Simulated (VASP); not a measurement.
Write the native input for VASP 6.6.1 that does the following.

```yaml
Task: single point
Functional: PBE
Potentials_or_basis: VASP PAW PBE potentials, release 64 (Zn, Se)
Cutoff: 520 eV
k_mesh: 12 × 12 × 12
Occupations: fermi-dirac, width 0.08 eV
Spin: no spin polarisation
Dipole_correction: no
Further_INCAR_settings: ALGO = Normal; EDIFF = 1e-06; NBANDS = 16
```

The structure of ZnSe (zincblende type) lies in POSCAR:

```
ZnSe
1.0
    0.0000000000      2.8656182259      2.8656182259
    2.8656182259      0.0000000000      2.8656182259
    2.8656182259      2.8656182259      0.0000000000
Zn Se
1 1
Direct
    0.0000000000      0.0000000000      0.0000000000
    0.2500000000      0.2500000000      0.2500000000
```

These files were run (other wordings do the same):

INCAR

```
ALGO = Normal
EDIFF = 1E-6
ENCUT = 520
GGA = PE
ISIF = 2
ISMEAR = -1
LASPH = T
LCHARG = F
LREAL = F
LWAVE = F
NBANDS = 16
NELM = 60
PREC = Accurate
SIGMA = 0.08
```

KPOINTS

```
k-points
0
Gamma
  12 12 12
```

Potentials or basis: VASP PAW PBE potentials, release 64 (Zn, Se).

Launch:

```sh
$ cat potpaw_PBE.64/Zn/POTCAR potpaw_PBE.64/Se/POTCAR > POTCAR
$ mpirun -np 1 vasp_std > vasp.out
```

Results of the run:

| Property | Result |
| --- | --- |
| Pressure | 0.3 GPa |
| Band gap on the k mesh | 1.16 eV, direct |

It took 30 s on 1 thread of AMD EPYC 9R45 96-Core Processor (Zen 5), with other jobs on the host, peak memory 0.17 GiB.
